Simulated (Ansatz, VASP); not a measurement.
**One calculation of P, two programs**

The input INCAR:

```
SYSTEM = P
  PREC = Accurate
  ENCUT = 600
  EDIFF = 1E-6
  ISMEAR = 0
  SIGMA = 0.1
  LREAL = .False.
  LASPH = .True.
  NELM = 100
  ALGO = Normal
  ISIF = 3
  LWAVE = .False.
  LCHARG = .False.
  GGA = PE
  IBRION = 2
  NSW = 90
  EDIFFG = -0.04
```

KPOINTS

```
Automatic mesh
0
Gamma
  6 6 1
  0 0 0
```

Contents of POSCAR:

```
P
1.0
    3.4946063900      0.0000000000      0.0000000000
   -1.7473031900      3.0264179100      0.0000000000
    0.0000000000      0.0000000000     17.1199899600
P
12
Direct
    0.0000000000      0.0000000000      0.1875000000
    0.0000000000      0.0000000000      0.6875000000
    0.0000000000      0.0000000000      0.3125000000
    0.0000000000      0.0000000000      0.8125000000
    0.3333333300      0.6666666700      0.5208299800
    0.6666666700      0.3333333300      0.0208299800
    0.3333333300      0.6666666700      0.9791700200
    0.6666666700      0.3333333300      0.4791700200
    0.3333333300      0.6666666700      0.6458299800
    0.6666666700      0.3333333300      0.1458299800
    0.3333333300      0.6666666700      0.8541700200
    0.6666666700      0.3333333300      0.3541700200
```

Input for Ansatz:

```yaml
crystal:
  lattice:
    - [3.49460639, 0.0, 0.0]
    - [-1.74730319, 3.02641791, 0.0]
    - [0.0, 0.0, 17.11998996]
  atoms:
    - { symbol: P, position: [0.0, 0.0, 0.1875] }
    - { symbol: P, position: [0.0, 0.0, 0.6875] }
    - { symbol: P, position: [0.0, 0.0, 0.3125] }
    - { symbol: P, position: [0.0, 0.0, 0.8125] }
    - { symbol: P, position: [0.33333333, 0.66666667, 0.52082998] }
    - { symbol: P, position: [0.66666667, 0.33333333, 0.02082998] }
    - { symbol: P, position: [0.33333333, 0.66666667, 0.97917002] }
    - { symbol: P, position: [0.66666667, 0.33333333, 0.47917002] }
    - { symbol: P, position: [0.33333333, 0.66666667, 0.64582998] }
    - { symbol: P, position: [0.66666667, 0.33333333, 0.14582998] }
    - { symbol: P, position: [0.33333333, 0.66666667, 0.85417002] }
    - { symbol: P, position: [0.66666667, 0.33333333, 0.35417002] }
basis:
  ecutwfc: 420
kpoints:
  mp_grid: { grid: [6, 6, 1] }
hamiltonian:
  xc: pbe
scf:
  occupations: { method: gaussian, width: 0.1 }
  lower_state_search: "off"
output:
  forces: true
  stress: true
  eigenvalues: true
relax:
  adjacent_minimum: "off"
  f_tol: 0.04
  max_steps: 70
  cell: { stress_tol: 0.4 }
```

Alike in both runs: task relaxation of cell and atoms; functional PBE; k mesh 6 × 6 × 1; occupations gaussian, width 0.1 eV; no spin polarisation.

```csv
,VASP,Ansatz
version,VASP 6.6.1,Ansatz 0.2.0
potentials or method,"VASP PAW PBE potentials, release 64 (P), cutoff 600 eV","scalar-relativistic, plane waves, PAW"
valence electrons in the cell,60,60
```

Ansatz gave:

| Item | Value |
| --- | --- |
| gap on the k mesh at the Fermi level, each at its own relaxed structure (eV) | 1.44 |
| relaxed volume (Å³/atom) | 26.91 |
| relaxed cell length with the largest relative difference (Å) | 34.462 |

**Question.** Which values does VASP return?

**Answer.** gap on the k mesh at the Fermi level, each at its own relaxed structure (eV): 0.97; relaxed volume (Å³/atom): 24.53; relaxed cell length with the largest relative difference (Å): 31.421.

One of these differences is far larger than is usual between the two programs; its cause wasn't traced.

Noted on VASP's run: the volume moved by over 15 % at a fixed basis, so the end points are rough.
